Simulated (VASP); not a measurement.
# CsSnBr3 (Pm-3m) in VASP: notebook, part 2 of 2

VASP 6.6.1. Earlier steps stand in the parts before.

## (3) Relaxation of cell and atoms, PBE

This run uses another cell than the first one, of 39.81 Å³/atom.

Input file INCAR:

```
SYSTEM = CsSnBr3
ALGO = Normal ; EDIFF = 1E-7
EDIFFG = -0.005 ; ENCUT = 500
GGA = PE ; GGA_COMPAT = .FALSE.
IBRION = 2 ; ISIF = 3
ISMEAR = 0 ; LASPH = .TRUE.
LCHARG = .FALSE. ; LREAL = .FALSE.
LWAVE = .FALSE. ; NELM = 120
NELMIN = 4 ; NSW = 100
PREC = Accurate ; SIGMA = 0.02
```

Input file KPOINTS:

```
k-points
0
G
  6 6 6
  0 0 0
```

Input file POSCAR:

```
CsSnBr3
1.0
    5.8390056100      0.0000000000      0.0000000000
    0.0000000000      5.8390056100      0.0000000000
    0.0000000000      0.0000000000      5.8390056100
Cs Sn Br
1 1 3
Direct
    0.0000000000      0.0000000000      0.0000000000
    0.5000000000      0.5000000000      0.5000000000
    0.5000000000      0.0000000000      0.5000000000
    0.5000000000      0.5000000000      0.0000000000
    0.0000000000      0.5000000000      0.5000000000
```

Potentials or basis: VASP PAW PBE potentials, release 64 (Cs_sv, Sn_d, Br).

Started as:

```bash
cat potpaw_PBE.64/Cs_sv/POTCAR potpaw_PBE.64/Sn_d/POTCAR potpaw_PBE.64/Br/POTCAR > POTCAR
mpirun -np 1 vasp_std > vasp.out
```

OUTCAR:

```text
SYSTEM = CsSnBr3
   EDIFF = 1E-7
   EDIFFG = -0.005
   ENCUT = 500
   GGA = PE
   IBRION = 2
   ISIF = 3
   ISMEAR = 0
   LASPH = .TRUE.
   LREAL = .FALSE.
   NELM = 120
   NELMIN = 4
   NSW = 100
   PREC = Accurate

 ion  position               nearest neighbor table
   1  0.000  0.000  0.000-
   2  0.500  0.500  0.500-   3 2.92   4 2.92   5 2.92   4 2.92   3 2.92   5 2.92
   3  0.500  0.000  0.500-   2 2.92   2 2.92
   4  0.500  0.500  0.000-   2 2.92   2 2.92
   5  0.000  0.500  0.500-   2 2.92   2 2.92

  LATTYP: Found a simple cubic cell.
 ALAT       =     5.8390056100

  Lattice vectors:

 A1 = (   5.8390056100,   0.0000000000,   0.0000000000)
 A2 = (   0.0000000000,   5.8390056100,   0.0000000000)
 A3 = (   0.0000000000,   0.0000000000,   5.8390056100)

Analysis of symmetry for initial positions (statically):
=====================================================================
 Subroutine PRICEL returns:
 Original cell was already a primitive cell.

 Routine SETGRP: Setting up the symmetry group for a
 simple cubic supercell.

 Subroutine GETGRP returns: Found 48 space group operations
 (whereof 48 operations were pure point group operations)
 out of a pool of 48 trial point group operations.

The static configuration has the point symmetry O_h .

Analysis of symmetry for dynamics (positions and initial velocities):
=====================================================================
 Subroutine PRICEL returns:
 Original cell was already a primitive cell.

 Routine SETGRP: Setting up the symmetry group for a
 simple cubic supercell.

 Subroutine GETGRP returns: Found 48 space group operations
 (whereof 48 operations were pure point group operations)
 out of a pool of 48 trial point group operations.

The dynamic configuration has the point symmetry O_h .

 Subroutine INISYM returns: Found 48 space group operations
 (whereof 48 operations are pure point group operations),
 and found     1 'primitive' translations

----------------------------------------------------------------------------------------

                                     Primitive cell

  volume of cell :     199.0750

  direct lattice vectors                    reciprocal lattice vectors
     5.839005610  0.000000000  0.000000000     0.171262038  0.000000000  0.000000000
     0.000000000  5.839005610  0.000000000     0.000000000  0.171262038  0.000000000
     0.000000000  0.000000000  5.839005610     0.000000000  0.000000000  0.171262038

  length of vectors
     5.839005610  5.839005610  5.839005610     0.171262038  0.171262038  0.171262038

  position of ions in fractional coordinates (direct lattice)
     0.000000000  0.000000000  0.000000000
     0.500000000  0.500000000  0.500000000
     0.500000000  0.000000000  0.500000000
     0.500000000  0.500000000  0.000000000
     0.000000000  0.500000000  0.500000000

  ion indices of the primitive-cell ions
   primitive index   ion index
                 1           1
                 2           2
                 3           3
                 4           4
                 5           5

----------------------------------------------------------------------------------------

 KPOINTS: k-points

Automatic generation of k-mesh.
 Grid dimensions read from file:
 generate k-points for:    6    6    6

 Generating k-lattice:

  Cartesian coordinates                     Fractional coordinates (reciprocal lattice)
     0.028543673  0.000000000  0.000000000     0.166666667  0.000000000  0.000000000
     0.000000000  0.028543673  0.000000000     0.000000000  0.166666667  0.000000000
     0.000000000  0.000000000  0.028543673     0.000000000  0.000000000  0.166666667

  Length of vectors
     0.028543673  0.028543673  0.028543673

  Shift w.r.t. Gamma in fractional coordinates (k-lattice)
     0.000000000  0.000000000  0.000000000

 Subroutine IBZKPT returns following result:
 ===========================================

 Found     20 irreducible k-points:

 Following reciprocal coordinates:
            Coordinates               Weight
  0.000000  0.000000  0.000000      1.000000
  0.166667  0.000000  0.000000      6.000000
  0.333333  0.000000  0.000000      6.000000
  0.500000  0.000000  0.000000      3.000000
  0.166667  0.166667  0.000000     12.000000
  0.333333  0.166667  0.000000     24.000000
[... 12 lines left out ...]
  0.500000  0.500000  0.333333      6.000000
  0.500000  0.500000  0.500000      1.000000
   k-points           NKPTS =     20   k-points in BZ     NKDIM =     20   number of bands    NBANDS=     26
   number of dos      NEDOS =    301   number of ions     NIONS =      5
   total plane-waves  NPLWV = 110592
   dimension x,y,z NGX =    48 NGY =   48 NGZ =   48
   dimension x,y,z NGXF=    96 NGYF=   96 NGZF=   96
   ions per type =               1   1   3
   NGX,Y,Z   is equivalent  to a cutoff of  13.67, 13.67, 13.67 a.u.
   NGXF,Y,Z  is equivalent  to a cutoff of  27.33, 27.33, 27.33 a.u.
 SYSTEM =  CsSnBr3
   PREC   = accura    normal or accurate (medium, high low for compatibility)
   ISTART =      0    job   : 0-new  1-cont  2-samecut
   ICHARG =      2    charge: 1-file 2-atom 10-const
   ISPIN  =      1    spin polarized calculation?
   LNONCOLLINEAR =      F non collinear calculations
   LSORBIT =      F    spin-orbit coupling
   LASPH  =      T    aspherical Exc in radial PAW
   ENCUT  =  500.0 eV  36.75 Ry    6.06 a.u.  10.65 10.65 10.65*2*pi/ulx,y,z
   NELM   =    120;   NELMIN=  4; NELMDL= -5     # of ELM steps
   EDIFF  = 0.1E-06   stopping-criterion for ELM
   LREAL  =      F    real-space projection
   EDIFFG = -.5E-02   stopping-criterion for IOM
   NSW    =    100    number of steps for IOM
   IBRION =      2    ionic relax: 0-MD 1-quasi-New 2-CG
   NFREE  =      1    steps in history (QN), initial steepest desc. (CG)
   ISIF   =      3    stress and relaxation
   ISYM   =      2    0-nonsym 1-usesym 2-fastsym
   POTIM  = 0.5000    time-step for ionic-motion
   TEBEG  =    0.0;   TEEND  =   0.0 temperature during run
   PSTRESS=    0.0 pullay stress
   NELECT =      44.0000    total number of electrons
   NUPDOWN=      -1.0000    fix difference up-down
   EMIN   =  10.00;   EMAX   =-10.00  energy-range for DOS
   EFERMI =   0.00;   METHOD = LEGACY
   ISMEAR =     0;   SIGMA  =   0.02  broadening in eV -4-tet -1-fermi 0-gaus
   EFERMI_NEDOS =   21; number of points for ismear=-14 and -15
   IALGO  =     38    algorithm
   IMIX   =      4    mixing-type and parameters
     AMIX     =   0.40;   BMIX     =  1.00
     AMIX_MAG =   1.60;   BMIX_MAG =  1.00
  volume/ion in A,a.u.               =      39.81       268.68
  Fermi-wavevector in a.u.,A,eV,Ry     =   0.989814  1.870477 13.330054  0.979731
  Thomas-Fermi vector in A             =   2.121439
   LORBIT       =      0    0 simple, 1 ext, 2 COOP (PROOUT), +10 PAW based schemes
   GGA     = PE    functional components
   LHFCALC =     F    Hartree Fock is set to
   AEXX    =    0.0000 exact exchange contribution
   IVDW    =     0    specifies the selected vdW correction
   LEPSILON=     F    determine dielectric tensor
   LRPA    =     F    only Hartree local field effects (RPA)
 conjugate gradient relaxation of ions
 non-spin polarized calculation
 Gauss-broadening in eV      SIGMA  =   0.02
  energy-cutoff  :      500.00
  volume of cell :      199.07
 maximum number of plane-waves:      5078
 NGX is ok and might be reduce to    48
   NGX = 21   NGY = 21   NGZ = 21

--------------------------------------- Ionic step        1  -------------------------------------------

 number of electron      44.0000008 magnetization

 Free energy of the ion-electron system (eV)
  ---------------------------------------------------
  ext. energy  EPLUGINS =         0.00000000
  ---------------------------------------------------
  free energy    TOTEN  =       -15.82405074 eV

  energy without entropy =      -15.82405074  energy(sigma->0) =      -15.82405074

------------------------ aborting loop because EDIFF is reached ----------------------------------------

  FORCE on cell =-STRESS in cart. coord.  units (eV):
  Direction    XX          YY          ZZ          XY          YZ          ZX
  --------------------------------------------------------------------------------------
  -------------------------------------------------------------------------------------
  Total        0.7560986      0.7560986      0.7560986     -0.0000000      0.0000000      0.0000000
  in kB        6.0851647      6.0851647      6.0851647     -0.0000000      0.0000000      0.0000000
  external PRESSURE =       6.0851647 kB  Pullay stress =       0.0000000 kB
[... 63 lines left out ...]
  energy  without entropy=      -15.8342675303  energy(sigma->0) =      -15.83426753

--------------------------------------- Ionic step        3  -------------------------------------------

 number of electron      43.9999993 magnetization

 Free energy of the ion-electron system (eV)
  ---------------------------------------------------
  ext. energy  EPLUGINS =         0.00000000
  ---------------------------------------------------
  free energy    TOTEN  =       -15.83496834 eV

  energy without entropy =      -15.83496834  energy(sigma->0) =      -15.83496834

 E-fermi :   1.9442     XC(G=0):  -7.5362

 val. band max:        1.7916838559   @ k =   0.5000   0.5000   0.5000
 cond. band min:       2.4444590654   @ k =   0.5000   0.5000   0.5000
 fundamental gap:      0.6527752095
 Fermi energy:         1.9442124541

 k-point     1 :       0.0000    0.0000    0.0000
  band No.  band energies     occupation
      1     -20.3105      2.00000
      2     -20.2858      2.00000
      3     -20.2858      2.00000
      4     -20.2643      2.00000
      5     -20.2643      2.00000
      6     -20.2643      2.00000
[... 601 lines left out ...]
  FREE ENERGIE OF THE ION-ELECTRON SYSTEM (eV)
  ---------------------------------------------------
  free  energy   TOTEN  =       -15.8349683401 eV

  energy  without entropy=      -15.8349683401  energy(sigma->0) =      -15.83496834

 reached required accuracy - stopping structural energy minimisation
```

It took 4 min on 1 thread of Intel Xeon Platinum 8259CL at 2.50GHz (Skylake/Cascade Lake), shared host; peak memory 0.39 GiB.

Results:

```yaml
Free_energy: -15.8350 eV
Relaxed_volume: 41.01 Å³/atom
Relaxed_cell: a = 5.897 Å, b = 5.897 Å, c = 5.897 Å, α = 90.00°, β = 90.00°, γ = 90.00°
Space_group_after_relaxing_to_0.1_Å: Pm-3m (No. 221)
Energy_gained_by_relaxing: 2.2 meV/atom
Ionic_steps: 3
Pressure_after_relaxing: 0.0 GPa
Band_gap_on_the_k_mesh: 0.65 eV
```

The path:
```
step  energy change (eV)  largest force (eV/Å)  pressure (GPa)  volume (Å³)
   1              0.0000                0.0000            0.61       199.07
   2             -0.0102                0.0000            0.15       203.46
   3             -0.0109                0.0000           -0.01       205.07
```

Final structure:
```
Cs Sn Br
1.0
     5.89705    0.00000    0.00000
     0.00000    5.89705    0.00000
     0.00000    0.00000    5.89705
Cs Sn Br
1 1 3
Direct
  0.00000 0.00000 0.00000
  0.50000 0.50000 0.50000
  0.50000 0.00000 0.50000
  0.50000 0.50000 0.00000
  0.00000 0.50000 0.50000
```

Caveat: spin-orbit coupling is left out, which moves the levels of the heavy elements. A k mesh can miss the band edges.
